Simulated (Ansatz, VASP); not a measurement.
One calculation of TaRu, two programs

```
CELL_PARAMETERS angstrom
3.00191 0.00000 0.00000
0.00000 3.00191 0.00000
0.00000 0.00000 3.36697
ATOMIC_POSITIONS crystal
Ta 0.50000 0.50000 0.50000
Ru 0.00000 0.00000 0.00000
```

Alike in both runs: functional LDA; k mesh 14 × 14 × 12; occupations gaussian, width 0.1 eV; no spin polarisation.

Ansatz relaxed the structure, and its values are those at the end. VASP's run is a single point on that final structure, the one shown.

|  | VASP | Ansatz |
| --- | --- | --- |
| version | VASP 6.6.1 | Ansatz 0.2.0 |
| potentials or method | VASP PAW LDA potentials, release 64 (Ta_sv_GW, Ru_sv), cutoff 600 eV | scalar-relativistic, plane waves, PAW |
| valence electrons in the cell | 29 | 29 |

```csv
,VASP,Ansatz,Ansatz less VASP
gap on the k mesh at the Fermi level (eV),none,none,-
pressure (GPa),0.5,0.0,-0.53
```

LDA's correlation is that of Perdew and Zunger in VASP and of Perdew and Wang (1992) in Ansatz. A gap of «none» marks a metal or a gap that the smearing closes.

Neither program's run includes spin-orbit coupling.
